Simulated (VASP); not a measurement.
# P in VASP: a series of runs

The runs below take P through single point, with r2SCAN.

All numbers are computed with VASP 6.6.1; they aren't measurements. Logs are shortened: lines on timing, memory, paths and dates and some standing lists are left out, and cuts for length are marked.

### Step 1. The cell of the first run

The cell holds a slab with vacuum, 4 atoms: a = 3.537 Å, b = 37.549 Å, c = 3.992 Å, α = 90.00°, β = 90.00°, γ = 90.00°.

### Step 2. Single point, r2SCAN

POSCAR

```
P
1.0
    3.5372884563      0.0000000000      0.0000000000
    0.0000000000     37.5485983782      0.0000000000
    0.0000000000      0.0000000000      3.9918095946
P
4
Direct
    0.0000000000      0.9702614300      0.5921507200
    0.0000000000      0.0297385700      0.4078492800
    0.5000000000      0.0297385700      0.0921507200
    0.5000000000      0.9702614300      0.9078492800
```

INCAR.step1

```
ALGO     = Normal         # electronic algorithm
EDIFF    = 1E-4           # SCF threshold, eV
ENCUT    = 520            # plane-wave cutoff, eV
GGA      = PE             # functional
ISMEAR   = 0              # smearing method
LASPH    = T              # aspherical terms in the spheres
LCHARG   = F              # write CHGCAR
LREAL    = F              # projectors in reciprocal space
LWAVE    = T              # write WAVECAR
NBANDS   = 18             # bands
NELM     = 80             # most SCF steps
PREC     = Accurate       # precision mode
SIGMA    = 0.05           # smearing width, eV
```

INCAR.step2

```
ALGO     = Normal         # electronic algorithm
EDIFF    = 1E-6           # SCF threshold, eV
ENCUT    = 520            # plane-wave cutoff, eV
ISIF     = 2              # what is computed and relaxed
ISMEAR   = 0              # smearing method
ISTART   = 1            
LASPH    = T              # aspherical terms in the spheres
LCHARG   = T              # write CHGCAR
LELF     = T              # ELF
LMIXTAU  = T            
LREAL    = F              # projectors in reciprocal space
LVHAR    = T            
LWAVE    = F              # write WAVECAR
METAGGA  = R2SCAN         # meta-GGA
NBANDS   = 18             # bands
NELM     = 80             # most SCF steps
PREC     = Accurate       # precision mode
SIGMA    = 0.05           # smearing width, eV
```

KPOINTS

```
k-points
0
Gamma
  10 1 8
```

Potentials or basis: VASP PAW PBE potentials, release 64 (P).

The run is started by

```sh
$ cat potpaw_PBE.64/P/POTCAR > POTCAR
$ cp INCAR.step1 INCAR
$ mpirun -np 1 vasp_std > vasp.out
$ cp INCAR.step2 INCAR
$ mpirun -np 1 vasp_std > vasp.out
```

OUTCAR:

```text
EDIFF = 1E-6
   ENCUT = 520
   ISIF = 2
   ISMEAR = 0
   ISTART = 1
   LASPH = T
   LREAL = F
   METAGGA = R2SCAN
   NELM = 80
   PREC = Accurate

 ion  position               nearest neighbor table
   1  0.000  0.970  0.592-   4 2.17   4 2.17   2 2.35
   2  0.000  0.030  0.408-   3 2.17   3 2.17   1 2.35
   3  0.500  0.030  0.092-   2 2.17   2 2.17   4 2.35
   4  0.500  0.970  0.908-   1 2.17   1 2.17   3 2.35

  LATTYP: Found a simple orthorhombic cell.
 ALAT       =     3.5372884563
 B/A-ratio  =     1.1284942249
 C/A-ratio  =    10.6150795566

  Lattice vectors:

 A1 = (  -3.5372884563,   0.0000000000,   0.0000000000)
 A2 = (   0.0000000000,   0.0000000000,   3.9918095946)
 A3 = (   0.0000000000,  37.5485983782,   0.0000000000)

Analysis of symmetry for initial positions (statically):
=====================================================================
 Subroutine PRICEL returns:
 Original cell was already a primitive cell.

 Routine SETGRP: Setting up the symmetry group for a
 simple orthorhombic supercell.

 Subroutine GETGRP returns: Found  8 space group operations
 (whereof  4 operations were pure point group operations)
 out of a pool of  8 trial point group operations.

The static configuration has the point symmetry C_2h.
 The point group associated with its full space group is D_2h.

Analysis of symmetry for dynamics (positions and initial velocities):
=====================================================================
 Subroutine PRICEL returns:
 Original cell was already a primitive cell.

 Routine SETGRP: Setting up the symmetry group for a
 simple orthorhombic supercell.

 Subroutine GETGRP returns: Found  8 space group operations
 (whereof  4 operations were pure point group operations)
 out of a pool of  8 trial point group operations.

The dynamic configuration has the point symmetry C_2h.
 The point group associated with its full space group is D_2h.

 Subroutine INISYM returns: Found  8 space group operations
 (whereof  4 operations are pure point group operations),
 and found     1 'primitive' translations

----------------------------------------------------------------------------------------

                                     Primitive cell

  volume of cell :     530.1930

  direct lattice vectors                    reciprocal lattice vectors
     3.537288456  0.000000000  0.000000000     0.282702418  0.000000000  0.000000000
     0.000000000 37.548598378  0.000000000     0.000000000  0.026632153  0.000000000
     0.000000000  0.000000000  3.991809595     0.000000000  0.000000000  0.250512951
[... 92 lines left out ...]
   IBRION =     -1    ionic relax: 0-MD 1-quasi-New 2-CG
   NFREE  =      0    steps in history (QN), initial steepest desc. (CG)
   ISIF   =      2    stress and relaxation
   ISYM   =      2    0-nonsym 1-usesym 2-fastsym
   POTIM  = 0.5000    time-step for ionic-motion
   TEBEG  =    0.0;   TEEND  =   0.0 temperature during run
   PSTRESS=    0.0 pullay stress
   NELECT =      20.0000    total number of electrons
   NUPDOWN=      -1.0000    fix difference up-down
   EMIN   =  10.00;   EMAX   =-10.00  energy-range for DOS
   EFERMI =   0.00;   METHOD = LEGACY
   ISMEAR =     0;   SIGMA  =   0.05  broadening in eV -4-tet -1-fermi 0-gaus
   EFERMI_NEDOS =   21; number of points for ismear=-14 and -15
   IALGO  =     38    algorithm
   IMIX   =      4    mixing-type and parameters
     AMIX     =   0.40;   BMIX     =  1.00
     AMIX_MAG =   1.60;   BMIX_MAG =  1.00
  volume/ion in A,a.u.               =     132.55       894.48
  Fermi-wavevector in a.u.,A,eV,Ry     =   0.549044  1.037542  4.101461  0.301449
  Thomas-Fermi vector in A             =   1.580001
   LORBIT       =      0    0 simple, 1 ext, 2 COOP (PROOUT), +10 PAW based schemes
   METAGGA = R2SCAN    functional components
   LHFCALC =     F    Hartree Fock is set to
   AEXX    =    0.0000 exact exchange contribution
   IVDW    =     0    specifies the selected vdW correction
   LEPSILON=     F    determine dielectric tensor
   LRPA    =     F    only Hartree local field effects (RPA)
 non-spin polarized calculation
 Gauss-broadening in eV      SIGMA  =   0.05
  energy-cutoff  :      520.00
  volume of cell :      530.19
 maximum number of plane-waves:     14359
 NGX is ok and might be reduce to    28
   NGX = 13   NGY =139   NGZ = 15

 number of electron      20.0000000 magnetization

 Free energy of the ion-electron system (eV)
  ---------------------------------------------------
  ext. energy  EPLUGINS =         0.00000000
  ---------------------------------------------------
  free energy    TOTEN  =       -35.13308258 eV

  energy without entropy =      -35.13208083  energy(sigma->0) =      -35.13258171

 E-fermi :  -2.9795     XC(G=0):  -1.7053

 val. band max:       -2.9940543095   @ k =   0.1000   0.0000   0.0000
 cond. band min:      -2.8918451203   @ k =   0.1000   0.0000   0.0000
 fundamental gap:      0.1022091892
 Fermi energy:        -2.9794793901

 k-point     1 :       0.0000    0.0000    0.0000
  band No.  band energies     occupation
      1     -19.2985      2.00000
      2     -16.8679      2.00000
      3     -11.4652      2.00000
      4      -9.4303      2.00000
      5      -8.6664      2.00000
      6      -7.4225      2.00000
[... 481 lines left out ...]
      5      -8.7995      2.00000
      6      -8.7995      2.00000
[... 10 lines left out ...]
     17       4.4076      0.00000
     18       4.4076      0.00000

 [... further k-points ...]

------------------------ aborting loop because EDIFF is reached ----------------------------------------

  FORCE on cell =-STRESS in cart. coord.  units (eV):
  Direction    XX          YY          ZZ          XY          YZ          ZX
  --------------------------------------------------------------------------------------
  -------------------------------------------------------------------------------------
  Total       -2.1870289     -3.5509674      4.4800127      0.0000000     -0.0000000      0.0000000
  in kB       -6.6089288    -10.7305811     13.5380404      0.0000000     -0.0000000      0.0000000
  external PRESSURE =      -1.2671565 kB  Pullay stress =       0.0000000 kB

 VOLUME and BASIS-vectors are now :
 -----------------------------------------------------------------------------
  energy-cutoff  :      520.00
  volume of cell :      530.19
      direct lattice vectors                 reciprocal lattice vectors
     3.537288456  0.000000000  0.000000000     0.282702418  0.000000000  0.000000000
     0.000000000 37.548598378  0.000000000     0.000000000  0.026632153  0.000000000
     0.000000000  0.000000000  3.991809595     0.000000000  0.000000000  0.250512951

 POSITION                                       TOTAL-FORCE (eV/Angst)
 -----------------------------------------------------------------------------------
      0.00000     36.43196      2.36375         0.000000      0.790578     -1.553788
      0.00000      1.11664      1.62806         0.000000     -0.790578      1.553788
      1.76864      1.11664      0.36785         0.000000     -0.790578     -1.553788
      1.76864     36.43196      3.62396        -0.000000      0.790578      1.553788
 -----------------------------------------------------------------------------------
    total drift:                               -0.000000      0.000000     -0.000000

  FREE ENERGIE OF THE ION-ELECTRON SYSTEM (eV)
  ---------------------------------------------------
  free  energy   TOTEN  =       -35.1330825782 eV

  energy  without entropy=      -35.1320808348  energy(sigma->0) =      -35.13258171
```

Wall time 16 min (1 thread of Intel Xeon 6975P-C (Granite Rapids), shared host); peak memory 0.69 GiB.

What came out:

- Free energy: -35.1331 eV
- Largest force: 1.743 eV/Å
- Band gap on the k mesh: zero (filled and empty bands touch)

Forces in eV/Å, atoms in the order of the input:
```
P    0.000  0.791 -1.554
P    0.000 -0.791  1.554
P    0.000 -0.791 -1.554
P    0.000  0.791  1.554
```

Caveat: there is no dipole correction, which matters where the two faces differ; the PAW data sets were made with another functional, which shifts forces and pressure a little.

### Step 3. Single point, r2SCAN

This run uses another cell than the first one, of the same volume but with other edges.

POSCAR

```
P
1.0
    3.0087494347      0.0000000000      0.0000000000
    0.0000000000     31.9381146157      0.0000000000
    0.0000000000      0.0000000000      5.5174540868
P
4
Direct
    0.0000000000      0.9702614300      0.5921507200
    0.0000000000      0.0297385700      0.4078492800
    0.5000000000      0.0297385700      0.0921507200
    0.5000000000      0.9702614300      0.9078492800
```

INCAR.step1

```
PREC = Accurate ; ENCUT = 520
ISMEAR = 0 ; SIGMA = 0.05
LREAL = False ; LASPH = True
NELM = 80 ; NBANDS = 18
GGA = PE ; ALGO = Normal
EDIFF = 1E-4 ; LWAVE = True
LCHARG = False
```

INCAR.step2

```
PREC = Accurate ; ENCUT = 520
EDIFF = 1E-6 ; ISMEAR = 0
SIGMA = 0.05 ; LREAL = False
LASPH = True ; NELM = 80
ALGO = Normal ; ISIF = 2
LWAVE = False ; LCHARG = False
METAGGA = R2SCAN ; LMIXTAU = True
NBANDS = 18 ; ISTART = 1
```

KPOINTS

```
Automatic mesh
0
Gamma
  10 1 8
```

Potentials or basis: VASP PAW PBE potentials, release 64 (P).

The run is started by

```sh
$ cat potpaw_PBE.64/P/POTCAR > POTCAR
$ cp INCAR.step1 INCAR
$ mpirun -np 1 vasp_std > vasp.out
$ cp INCAR.step2 INCAR
$ mpirun -np 1 vasp_std > vasp.out
```

Run time: 17 min. Hardware: 1 thread of Intel Xeon 6975P-C (Granite Rapids), shared host; peak memory 0.68 GiB.

Results (log left out):

```
Free energy            : -34.4371 eV
Largest force          : 2.194 eV/Å
Band gap on the k mesh : zero (bands 10 and 11 overlap by 0.24 eV)
```

Forces in eV/Å, atoms in the order of the input:
```
P    0.000 -0.759  2.058
P    0.000  0.759 -2.058
P    0.000  0.759  2.058
P    0.000 -0.759 -2.058
```

Levels at points of the mesh, in eV from the Fermi level:
```
           k point  band 6  band 7  band 8  band 9  band 10  band 11  band 12  band 13  band 14  band 15
(0.00, 0.00, 0.00)   -5.70   -2.37   -1.71   -1.43     0.16     1.12     2.72     3.18     3.72     4.27
(0.50, 0.00, 0.00)   -6.80   -3.61   -3.61   -2.37    -2.37     0.09     0.09     1.54     1.54     4.57
(0.00, 0.00, 0.50)   -3.88   -3.44   -3.44   -0.99    -0.99     2.76     2.76     3.53     3.53     4.38
(0.50, 0.00, 0.50)   -5.82   -5.04   -5.04   -1.25    -1.25     0.21     0.21     3.05     3.05     3.08
```

Caveat: there is no dipole correction, which matters where the two faces differ; the PAW data sets were made with another functional, which shifts forces and pressure a little.

The gap in the log of VASP goes by the Fermi energy; the results here count the filled bands.